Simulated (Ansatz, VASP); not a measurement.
Two plane-wave programs on KCl

```xyz
2
Lattice="0.0000 3.2392 3.1236 3.2392 0.0000 3.1236 3.2392 3.2392 0.0000" Properties=species:S:1:pos:R:3 pbc="T T T"
K     0.0000    0.0000    0.0000
Cl    3.2392    3.2392    3.1236
```

Change from the starting cell: epitaxial_xy strain +3.0%.

Alike in both runs: task single point; functional r2SCAN; k mesh 8 × 8 × 8; no spin polarisation.

```csv
,VASP,Ansatz
version,VASP 6.6.1,Ansatz 0.2.0
potentials or method,"VASP PAW PBE potentials, release 64 (K_sv, Cl)","plane waves, PAW"
plane-wave cutoff (eV),520,500
occupations,"gaussian, width 0.01 eV",fixed
valence electrons in the cell,16,16
```

Ansatz gave:

```
gap on the k mesh at the Fermi level (eV)                     : 5.63
pressure (GPa)                                                : -0.8
traceless stress, the component that is largest in VASP (GPa) : 0.79
```

Question: Which values does VASP return?

Answer: gap on the k mesh at the Fermi level (eV): 5.64; pressure (GPa): -0.8; traceless stress, the component that is largest in VASP (GPa): 0.81.

VASP's potentials were made for PBE, not for r2SCAN.
